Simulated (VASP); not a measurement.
CuO:

```
Cu O
1.0
     1.46341    0.84490    2.41110
    -1.46341    0.84490    2.41110
     0.00000   -1.68980    2.41110
Cu O
1 1
Direct
  0.50000 0.50000 0.50000
  0.00000 0.00000 0.00000
```

```yaml
Program: VASP 6.6.1
Task: relaxation of cell and atoms
Functional: PBE
Potentials_or_basis: VASP PAW PBE potentials, release 64 (Cu, O)
Cutoff: 600 eV
k_mesh: 9 × 9 × 9
Occupations: gaussian, width 0.1 eV
Spin: collinear spin
Starting_moments: "[1.0, 0.0] μB"
```

At the start: pressure 13.9 GPa; volume 8.94 Å³/atom.

How do energy, volume and symmetry change on relaxing?

Over 3 steps the energy falls by 25.1 meV/atom and the volume is 9.56 Å³/atom (+6.9 %); space group Fm-3m (No. 225, to 0.1 Å) before and after; moment 0.00 μB per cell.

Step by step:
| step | energy change (eV) | largest force (eV/Å) | pressure (GPa) | volume (Å³) |
| --- | --- | --- | --- | --- |
| 1 | 0.0000 | 0.0000 | 13.85 | 17.89 |
| 2 | -0.0315 | 0.0000 | -6.86 | 19.96 |
| 3 | -0.0502 | 0.0000 | 0.04 | 19.13 |

Final structure:
```
Cu O
1.0
     1.49714    0.86438    2.46323
    -1.49714    0.86438    2.46323
     0.00000   -1.72875    2.46323
Cu O
1 1
Direct
  0.50000 0.50000 0.50000
  0.00000 0.00000 0.00000
```
